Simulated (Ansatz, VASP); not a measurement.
## W in VASP and in Ansatz

```xyz
8
Lattice="3.1836 3.1836 -3.1836 -3.1836 -3.1836 -3.1836 -3.1836 3.1836 3.1836" Properties=species:S:1:pos:R:3 pbc="T T T"
W    -1.5918   -1.5918   -1.5918
W     0.0000    0.0000   -3.1836
W    -3.1836    0.0000    0.0000
W    -1.5918    1.5918   -1.5918
W     0.0000    0.0000    0.0000
W     1.5918    1.5918   -1.5918
W    -1.5918    1.5918    1.5918
W     0.0000    3.1836    0.0000
```

Alike in both runs: task single point; functional PBE; k mesh 14 × 14 × 14; occupations gaussian, width 0.15 eV; no spin polarisation.

|  | VASP | Ansatz |
| --- | --- | --- |
| version | VASP 6.6.1 | Ansatz 0.2.0 |
| potentials or method | VASP PAW PBE potentials, release 64 (W_sv), cutoff 500 eV | scalar-relativistic, plane waves, PAW |
| valence electrons in the cell | 112 | 112 |

VASP gave:

| Property | Result |
| --- | --- |
| gap on the k mesh at the Fermi level (eV) | none |
| pressure (GPa) | 0.5 |

**Question.** Estimate Ansatz's values.

**Answer.** gap on the k mesh at the Fermi level (eV): none; pressure (GPa): 0.0.

A gap of «none» marks a metal or a gap that the smearing closes. With one functional, cell and mesh, what is left measures potentials, basis and numerics.

Neither program's run includes spin-orbit coupling.
